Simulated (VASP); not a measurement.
**HfO2: single point with r2SCAN**

The system is HfO2.

```xyz
6
Lattice="3.4694 0.0000 0.0000 0.0000 3.4694 0.0000 0.0000 0.0000 5.2890" Properties=species:S:1:pos:R:3 pbc="T T T"
Hf    1.7347    1.7347    2.6445
Hf    0.0000    0.0000    0.0000
O     0.0000    1.7347    3.6924
O     1.7347    0.0000    4.2412
O     1.7347    0.0000    1.5967
O     0.0000    1.7347    1.0478
```

This cell differs from its parent crystal: epitaxial xy strain -3.0%.

* Program: VASP 6.6.1
* Task: single point
* Functional: r2SCAN
* Potentials or basis: VASP PAW PBE potentials, release 64 (Hf_pv, O)
* Cutoff: 520 eV
* k mesh: 8 × 8 × 6
* Occupations: gaussian, width 0.01 eV
* Spin: no spin polarisation
* Dipole correction: no
* Further INCAR settings: ALGO = Normal; EDIFF = 1e-06; NBANDS = 31

```json
{"Pressure": "9.5 GPa", "Largest force": "0.067 eV/Å", "Band gap on the k mesh": "5.27 eV (least direct gap 5.33 eV)"}
```

Forces on the atoms (eV/Å):
```
Hf   0.000  0.000  0.000
Hf   0.000  0.000  0.000
O    0.000  0.000 -0.067
O    0.000  0.000  0.067
O    0.000  0.000  0.067
O    0.000  0.000 -0.067
```

Stress tensor (GPa, compression positive):
```
16.17  0.00  0.00
 0.00 16.17  0.00
 0.00  0.00 -3.97
```

Levels at points of the mesh, in eV from the valence-band top:
```csv
k point,band 19,band 20,band 21,band 22,band 23,band 24,band 25,band 26
"(0.00, 0.00, 0.00)",-1.24,-0.66,-0.06,-0.06,5.27,5.52,6.40,6.81
"(0.50, 0.00, 0.00)",-1.66,-1.66,-0.56,-0.56,5.88,5.88,6.71,6.71
"(0.50, 0.50, 0.00)",-0.98,-0.98,-0.56,-0.56,6.29,6.29,6.79,6.79
"(0.00, 0.00, 0.50)",-0.73,-0.73,0.00,0.00,6.11,6.11,6.18,6.18
"(0.50, 0.00, 0.50)",-1.60,-1.60,-1.11,-1.11,5.87,5.87,6.12,6.12
"(0.50, 0.50, 0.50)",-1.36,-1.36,0.00,0.00,6.64,6.64,6.81,6.81
```

It took 7.2 min on 1 thread of Intel(R) Xeon(R) Platinum 8488C (Sapphire Rapids) (shared host), peak memory 0.24 GiB.

Caveat: the cell differs from its parent crystal (epitaxial xy strain -3.0%); the stress differs along the axes, from -4 to 16 GPa; the PAW data sets were made with another functional, which shifts forces and pressure a little; spin-orbit coupling is left out, which moves the levels of the heavy elements. A k mesh can miss the band edges.
